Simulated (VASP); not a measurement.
A run of VASP 6.6.1 is set up as follows.

POSCAR

```
C
1.0
    2.5123841556      0.0000000000      0.0000000000
   -1.2561920778      2.1757885028      0.0000000000
    0.0000000000      0.0000000000     12.3918041982
C
12
Direct
    0.6666666667      0.3333333333      0.3549449554
    0.3333333333      0.6666666667      0.8549449554
    0.6666666667      0.3333333333      0.1450550446
    0.3333333333      0.6666666667      0.6450550446
    0.6666666667      0.3333333333      0.4792357441
    0.3333333333      0.6666666667      0.9792357441
    0.6666666667      0.3333333333      0.0207642559
    0.3333333333      0.6666666667      0.5207642559
    0.0000000000      0.0000000000      0.8131715724
    0.0000000000      0.0000000000      0.3131715724
    0.0000000000      0.0000000000      0.6868284276
    0.0000000000      0.0000000000      0.1868284276
```

The input INCAR.step1:

```
SYSTEM = C
  ALGO = Normal
  EDIFF = 1E-4
  ENCUT = 520
  GGA = PE
  ISMEAR = -1
  LASPH = .TRUE.
  LCHARG = .FALSE.
  LREAL = .FALSE.
  LWAVE = .TRUE.
  NBANDS = 36
  NELM = 60
  PREC = Accurate
  SIGMA = 0.05
```

INCAR.step2

```
SYSTEM = C
  ALGO = Normal
  EDIFF = 1E-6
  ENCUT = 520
  ISIF = 2
  ISMEAR = -1
  ISTART = 1
  LASPH = .TRUE.
  LCHARG = .TRUE.
  LELF = .TRUE.
  LMIXTAU = .TRUE.
  LREAL = .FALSE.
  LVHAR = .TRUE.
  LWAVE = .FALSE.
  METAGGA = R2SCAN
  NBANDS = 36
  NELM = 60
  PREC = Accurate
  SIGMA = 0.05
```

Contents of KPOINTS:

```
k-points
0
G
  12 12 3
  0 0 0
```

Potentials or basis: VASP PAW PBE potentials, release 64 (C).

Run with:

```sh
$ cat potpaw_PBE.64/C/POTCAR > POTCAR
$ cp INCAR.step1 INCAR
$ mpirun -np 1 vasp_std > vasp.out
$ cp INCAR.step2 INCAR
$ mpirun -np 1 vasp_std > vasp.out
```

(1) What does it give for the pressure?

(2) What does it give for the band gap on the k mesh?

(3) Estimate the largest force.

Results:

(1) 1.1 GPa.

(2) 4.66 eV (least direct gap 5.63 eV).

(3) 0.009 eV/Å.

Caveat: the PAW data sets were made with another functional, which shifts forces and pressure a little; an odd mesh through Γ misses points on the zone boundary, where band edges can lie.
